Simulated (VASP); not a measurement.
Runs of VASP 6.6.1 on AlN. The structure is that of space group Fm-3m (No. 225), or close to it. The cells are those of the table. 

| task | cell | k mesh | cutoff (eV) | smearing | gap on the mesh (eV) | pressure (GPa) | relaxed volume (Å³/atom) |
| --- | --- | --- | --- | --- | --- | --- | --- |
| single point | a = 2.797 Å, angles 60.0°, 2 atoms | 8 × 8 × 8 | 520 | gaussian 0.1 eV | 5.19 | 25.2 | - |
| single point | a = 2.878 Å, angles 60.0°, 2 atoms | 10 × 10 × 10 | 520 | gaussian 0.02 eV | 4.41 | -0.2 | - |
| single point | a = 2.878 Å, angles 60.0°, 2 atoms | 8 × 8 × 8 | 520 | gaussian 0.1 eV | 4.41 | -0.2 | - |
| relaxation of cell and atoms | relaxed from a = 2.797 Å, angles 60.0°, 2 atoms | 8 × 8 × 8 | 600 | gaussian 0.1 eV | 4.42 | -0.2 | (a) |
| relaxation of cell and atoms | relaxed from a = 2.878 Å, angles 60.0°, 2 atoms | 10 × 10 × 10 | 600 | gaussian 0.02 eV | 4.43 | 0.0 | (b) |

Alike in all rows: level PBE; potentials or basis VASP PAW PBE potentials, release 64 (Al, N); no spin polarisation.

Question: Fill in the values left out.

Answer: (a) 8.43; (b) 8.42.

A k mesh can miss the band edges.
